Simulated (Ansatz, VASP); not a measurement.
SrTiO3 in VASP and in Ansatz

File POSCAR:

```
SrTiO3
1.0
    7.8162288900      0.0000000000      0.0000000000
    0.0000000000      3.9081144500      0.0000000000
    0.0000000000      0.0000000000      3.9081144500
Sr Ti O
2 2 6
Direct
    0.2500000000      0.5000000000      0.5000000000
    0.7500000000      0.5000000000      0.5000000000
    0.0000000000      0.0000000000      0.0000000000
    0.5000000000      0.0000000000      0.0000000000
    0.2500000000      0.0000000000      0.0000000000
    0.7500000000      0.0000000000      0.0000000000
    0.0000000000      0.5000000000      0.0000000000
    0.5000000000      0.5000000000      0.0000000000
    0.0000000000      0.0000000000      0.5000000000
    0.5000000000      0.0000000000      0.5000000000
```

INCAR.step1

```
SYSTEM = SrTiO3
PREC = Accurate
ENCUT = 520
ISMEAR = -1
SIGMA = 0.1
LREAL = .FALSE.
LASPH = .TRUE.
NELM = 100
NBANDS = 51
GGA = PE
ALGO = Normal
EDIFF = 1E-4
LWAVE = .TRUE.
LCHARG = .FALSE.
```

INCAR.step2

```
SYSTEM = SrTiO3
PREC = Accurate
ENCUT = 520
EDIFF = 1E-7
ISMEAR = -1
SIGMA = 0.1
LREAL = .FALSE.
LASPH = .TRUE.
NELM = 100
ALGO = Normal
ISIF = 2
LWAVE = .FALSE.
LCHARG = .FALSE.
METAGGA = R2SCAN
LMIXTAU = .TRUE.
NBANDS = 51
ISTART = 1
```

The input KPOINTS:

```
Automatic mesh
0
G
  4 7 7
  0 0 0
```

Input for Ansatz:

```yaml
crystal:
  lattice:
    - [7.81622889, 0.0, 0.0]
    - [0.0, 3.90811445, 0.0]
    - [0.0, 0.0, 3.90811445]
  atoms:
    - { symbol: Sr, position: [0.25, 0.5, 0.5] }
    - { symbol: Sr, position: [0.75, 0.5, 0.5] }
    - { symbol: Ti, position: [0.0, 0.0, 0.0] }
    - { symbol: Ti, position: [0.5, 0.0, 0.0] }
    - { symbol: O, position: [0.25, 0.0, 0.0] }
    - { symbol: O, position: [0.75, 0.0, 0.0] }
    - { symbol: O, position: [0.0, 0.5, 0.0] }
    - { symbol: O, position: [0.5, 0.5, 0.0] }
    - { symbol: O, position: [0.0, 0.0, 0.5] }
    - { symbol: O, position: [0.5, 0.0, 0.5] }
  symmetry: { tolerance: 0.0003 }
kpoints:
  mp_grid: { grid: [4, 7, 7], shift: [0, 0, 0] }
  band_path:
    path:
      - [0.0, 0.0, 0.0]
      - [0.0, 0.5, 0.0]
      - [1.0, 0.5, 0.0]
      - [0.0, 0.0, 0.0]
      - [1.0, 0.5, 0.5]
      - [0.0, 0.5, 0.0]
      - [1.0, 0.5, 0.5]
      - [1.0, 0.5, 0.0]
    npoints: 8
magnetization:
  spin_polarized: false
scf:
  occupations: { method: fermi_dirac }
  lower_state_search: "off"
  max_iter: 200
hamiltonian:
  pseudopotentials: { kind: paw }
  xc: r2scan
basis:
  ecutwfc: 500
  fft_grid_basis: typed
output:
  forces: true
  stress: true
  eigenvalues: true
  bader: true
  populations: true
  elf: true
  write_potential: true
  volumetric_format: npy
  dos:
    e_range: [-12, 8]
    de: 0.05
    projected: { site_lists: { O: [O], Sr: [Sr], Ti: [Ti] } }
checkpoint:
  read: saved_state
```

Alike in both runs: task single point; functional r2SCAN; k mesh 4 × 7 × 7; no spin polarisation.

|  | VASP | Ansatz |
| --- | --- | --- |
| version | VASP 6.6.1 | Ansatz 0.2.0 |
| potentials or method | VASP PAW PBE potentials, release 64 (Sr_sv, Ti_sv, O), cutoff 520 eV | PAW plane waves |
| occupations | fermi-dirac, width 0.1 eV | fermi-dirac |
| valence electrons in the cell | 80 | 80 |

Ansatz gave:

| Item | Value |
| --- | --- |
| pressure (GPa) | -0.2 |

Q: Estimate VASP's values.

A: Pressure (GPa): 0.7.

VASP's potentials were made for PBE, not for r2SCAN.
